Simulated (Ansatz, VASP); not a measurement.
One calculation of HfC, two programs

Contents of POSCAR:

```
HfC
1.0
    2.9008889300      0.0000000000      0.0000000000
    0.0000000000      2.9008889300      0.0000000000
    0.0000000000      0.0000000000      2.9008889300
Hf C
1 1
Direct
    0.0000000000      0.0000000000      0.0000000000
    0.5000000000      0.5000000000      0.5000000000
```

Contents of INCAR.step1:

```
SYSTEM = HfC
PREC = Accurate ; ENCUT = 520
ISMEAR = 0 ; SIGMA = 0.05
LREAL = .FALSE. ; LASPH = .TRUE.
NELM = 60 ; NBANDS = 14
GGA = PE ; ALGO = Normal
EDIFF = 1E-4 ; LWAVE = .TRUE.
LCHARG = .FALSE.
```

File INCAR.step2:

```
SYSTEM = HfC
PREC = Accurate ; ENCUT = 520
EDIFF = 1E-6 ; ISMEAR = 0
SIGMA = 0.05 ; LREAL = .FALSE.
LASPH = .TRUE. ; NELM = 60
ALGO = Normal ; ISIF = 2
LWAVE = .FALSE. ; LCHARG = .FALSE.
METAGGA = R2SCAN ; LMIXTAU = .TRUE.
NBANDS = 14 ; ISTART = 1
```

File KPOINTS:

```
Automatic mesh
0
G
  12 12 12
  0 0 0
```

Input for Ansatz:

```yaml
crystal:
  lattice:
    - [2.90088893, 0.0, 0.0]
    - [0.0, 2.90088893, 0.0]
    - [0.0, 0.0, 2.90088893]
  atoms:
    - { symbol: Hf, position: [0.0, 0.0, 0.0] }
    - { symbol: C, position: [0.5, 0.5, 0.5] }
basis:
  ecutwfc: 500
  ecutrho_ratio: 4
kpoints:
  mp_grid: { grid: [12, 12, 12] }
hamiltonian:
  xc: r2scan
scf:
  occupations: { method: gaussian, width: 0.05 }
output:
  forces: true
  stress: true
  eigenvalues: true
  populations: true
  write_density: true
  write_potential: true
  elf: true
  volumetric_format: npy
```

Alike in both runs: task single point; functional r2SCAN; k mesh 12 × 12 × 12; occupations gaussian, width 0.05 eV; no spin polarisation.

```csv
,VASP,Ansatz
version,VASP 6.6.1,Ansatz 0.2.0
potentials or method,"VASP PAW PBE potentials, release 64 (Hf_pv, C), cutoff 520 eV","scalar-relativistic, plane waves, PAW"
valence electrons in the cell,14,30
```

VASP gave:

| Quantity | Value |
| --- | --- |
| gap on the k mesh at the Fermi level (eV) | none |
| pressure (GPa) | -4.5 |

Which values does Ansatz return?

gap on the k mesh at the Fermi level (eV): none; pressure (GPa): -2.9.

VASP's potentials were made for PBE, not for r2SCAN. A gap of «none» marks a metal or a gap that the smearing closes. VASP's potentials hold 14 valence electrons a cell and Ansatz's 30, so a difference there can come from the potentials and not from the codes.

Neither program's run includes spin-orbit coupling.
